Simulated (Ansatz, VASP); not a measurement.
## CdF2: VASP beside Ansatz

```
Cd F
1.0
     1.82692   -3.16299    0.00000
     1.82692    3.16299    0.00000
     0.00001    0.00000    7.17601
Cd F
2 4
Direct
  0.67072 0.00400 0.16419
  0.00400 0.67072 0.66419
  0.33737 0.33736 0.27666
  0.00402 0.67071 0.02538
  0.67071 0.00402 0.52538
  0.33736 0.33737 0.77666
```

Alike in both runs: functional PBE; dispersion D3(BJ); k mesh 6 × 6 × 2; occupations gaussian, width 0.1 eV; no spin polarisation.

Ansatz relaxed the structure, and its values are those at the end. VASP's run is a single point on that final structure, the one shown.

|  | VASP | Ansatz |
| --- | --- | --- |
| version | VASP 6.6.1 | Ansatz 0.2.0 |
| potentials or method | VASP PAW PBE potentials, release 64 (Cd_sv_GW, F), cutoff 600 eV | scalar-relativistic, plane waves, PAW |
| valence electrons in the cell | 68 | 68 |

Ansatz gave:

```
gap on the k mesh at the Fermi level (eV) : 2.85
least direct gap on the mesh (eV)         : 2.97
pressure (GPa)                            : 0.0
rms of the force components (eV/Å)        : 0.007
```

Which values does VASP return?

gap on the k mesh at the Fermi level (eV): 2.84; least direct gap on the mesh (eV): 2.96; pressure (GPa): -0.7; rms of the force components (eV/Å): 0.006.

The k mesh is coarse, so the values compare programs but aren't converged.
